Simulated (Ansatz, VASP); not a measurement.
W in VASP and in Ansatz

```
CELL_PARAMETERS angstrom
-1.58594 1.58525 1.69861
1.53595 -1.53190 1.59528
1.61211 1.55807 -1.64526
ATOMIC_POSITIONS crystal
W 0.00000 0.00000 0.00000
```

Alike in both runs: task single point; functional PBE; k mesh 8 × 9 × 9; no spin polarisation.

|  | VASP | Ansatz |
| --- | --- | --- |
| version | VASP 6.6.1 | Ansatz 0.2.0 |
| potentials or method | VASP PAW PBE potentials, release 64 (W_sv), cutoff 520 eV | plane waves, PAW |
| occupations | fermi-dirac, width 0.1 eV | fermi-dirac |
| valence electrons in the cell | 14 | 14 |

Ansatz gave:

| Quantity | Value |
| --- | --- |
| pressure (GPa) | -2.2 |
| traceless stress, the component that is largest in VASP (GPa) | -9.47 |

Question: Estimate VASP's values.

Answer: Pressure (GPa): -1.8; traceless stress, the component that is largest in VASP (GPa): -9.44.

Ansatz's warnings: stress scf threshold loose.

Spin-orbit coupling is off throughout.
